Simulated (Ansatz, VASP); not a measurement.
**BaS: VASP beside Ansatz**

```xyz
2
Lattice="0.0000 3.2576 3.1938 3.2576 0.0000 3.1938 3.2576 3.2576 0.0000" Properties=species:S:1:pos:R:3 pbc="T T T"
Ba    0.0000    0.0000    0.0000
S     3.2576    3.2576    3.1938
```

Change from the starting cell: equal xx and yy strain of +2 %, crystal datasets.

Alike in both runs: task electric field gradients; functional LDA; k mesh 7 × 7 × 7; occupations fermi-dirac, width 0.01 eV; no spin polarisation.

|  | VASP | Ansatz |
| --- | --- | --- |
| version | VASP 6.6.1 | Ansatz 0.2.0 |
| potentials or method | VASP PAW LDA potentials, release 64 (Ba_sv, S), cutoff 400 eV | all-electron PAW with datasets made for the crystal, scalar-relativistic |

Ansatz gave:

- gap on the k mesh at the Fermi level (eV): 2.08
- pressure (GPa): -3.8
- traceless stress, the component that is largest in VASP (GPa): 0.79
- size of Vzz on the site where it differs most (V/Å²): 24.5

**Question.** Estimate VASP's values.

**Answer.** gap on the k mesh at the Fermi level (eV): 1.98; pressure (GPa): -3.3; traceless stress, the component that is largest in VASP (GPa): 0.88; size of Vzz on the site where it differs most (V/Å²): 25.9.

LDA's correlation is that of Perdew and Zunger in VASP and of Perdew and Wang (1992) in Ansatz. Ansatz ran all-electron here, and VASP with PAW potentials.

Spin-orbit coupling is off throughout.
